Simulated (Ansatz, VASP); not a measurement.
Two plane-wave programs on InPd

```
In Pd
1.0
     3.30943    0.00000    0.00000
     0.00000    3.30943    0.00000
     0.00000    0.00000    3.29719
In Pd
1 1
Direct
  0.50000 0.50000 0.00000
  0.00000 0.00000 0.50000
```

Alike in both runs: functional PBE; k mesh 16 × 16 × 18; occupations gaussian, width 0.1 eV; no spin polarisation.

Ansatz relaxed the structure, and its values are those at the end. VASP's run is a single point on that final structure, the one shown.

|  | VASP | Ansatz |
| --- | --- | --- |
| version | VASP 6.6.1 | Ansatz 0.2.0 |
| potentials or method | VASP PAW PBE potentials, release 64 (In_d, Pd), cutoff 500 eV | scalar-relativistic, plane waves, PAW |
| valence electrons in the cell | 23 | 31 |

```tsv
	VASP	Ansatz	Ansatz less VASP
gap on the k mesh at the Fermi level (eV)	none	none	-
pressure (GPa)	0.0	0.0	-0.04
```

A gap of «none» marks a metal or a gap that the smearing closes. VASP's potentials hold 23 valence electrons a cell and Ansatz's 31, so a difference there can come from the potentials and not from the codes.
